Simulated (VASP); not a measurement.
A run of VASP 6.6.1:

The input INCAR:

```
SYSTEM = Ba
  ALGO = Normal
  EDIFF = 1E-6
  ENCUT = 500
  GGA = PE
  GGA_COMPAT = .FALSE.
  ISIF = 2
  ISMEAR = -1
  LASPH = .TRUE.
  LCHARG = .TRUE.
  LELF = .TRUE.
  LREAL = .FALSE.
  LVHAR = .TRUE.
  LWAVE = .FALSE.
  NBANDS = 11
  NELM = 120
  PREC = Accurate
  SIGMA = 0.15
```

The input KPOINTS:

```
k-points
0
G
  4 4 4
  0 0 0
```

Contents of POSCAR:

```
Ba
1.0
    0.0000000000      3.1748000000      3.1748000000
    3.1748000000      0.0000000000      3.1748000000
    3.1748000000      3.1748000000      0.0000000000
Ba
1
Direct
    0.0000000000      0.0000000000      0.0000000000
```

Potentials or basis: VASP PAW PBE potentials, release 64 (Ba_sv).

Launch:

```sh
$ cat potpaw_PBE.64/Ba_sv/POTCAR > POTCAR
$ mpirun -np 1 vasp_std > vasp.out
```

Hardware: 1 thread of Intel Xeon 8259CL, on a shared host.

**Question.** How long does it take, and how much memory?

**Answer.** It took 9.9 s on 1 thread of Intel Xeon 8259CL (shared host), peak memory 0.19 GiB. Counts: scf iterations 10, k points 8.
